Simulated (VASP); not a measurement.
Input of a VASP 6.6.1 run:

Contents of POSCAR:

```
Sr
1.0
    4.3011985039      0.0000000000      0.0000000000
   -2.1505992519      3.7249471711      0.0000000000
    0.0000000000      0.0000000000      7.0445570100
Sr
2
Direct
    0.3333333333      0.6666666667      0.2500000000
    0.6666666667      0.3333333333      0.7500000000
```

File INCAR.step1:

```
SYSTEM = Sr
  PREC = Accurate
  ENCUT = 520
  ISMEAR = -1
  SIGMA = 0.05
  LREAL = .False.
  LASPH = .True.
  NELM = 80
  NBANDS = 17
  GGA = PE
  ALGO = Normal
  EDIFF = 1E-4
  LWAVE = .True.
  LCHARG = .False.
```

The input INCAR.step2:

```
SYSTEM = Sr
  PREC = Accurate
  ENCUT = 520
  EDIFF = 1E-8
  ISMEAR = -1
  SIGMA = 0.05
  LREAL = .False.
  LASPH = .True.
  NELM = 80
  ALGO = Normal
  ISIF = 2
  LWAVE = .False.
  LCHARG = .False.
  METAGGA = R2SCAN
  LMIXTAU = .True.
  LEFG = .True.
  NBANDS = 17
  ISTART = 1
```

Contents of KPOINTS:

```
Automatic mesh
0
Gamma
  11 11 6
  0 0 0
```

Potentials or basis: VASP PAW PBE potentials, release 64 (Sr_sv).

Run with:

```sh
$ cat potpaw_PBE.64/Sr_sv/POTCAR > POTCAR
$ cp INCAR.step1 INCAR
$ mpirun -np 1 vasp_std > vasp.out
$ cp INCAR.step2 INCAR
$ mpirun -np 1 vasp_std > vasp.out
```

(1) Predict the band gap on the k mesh.

(2) What does it give for the pressure?

Answers

(1) zero (bands 10 and 11 overlap by 0.27 eV).

(2) 0.2 GPa.

Caveat: without QUAD_EFG the Cq values of the log hold for a quadrupole moment of 1 mb, not for the nuclei; the PAW data sets were made with another functional, which shifts forces and pressure a little.
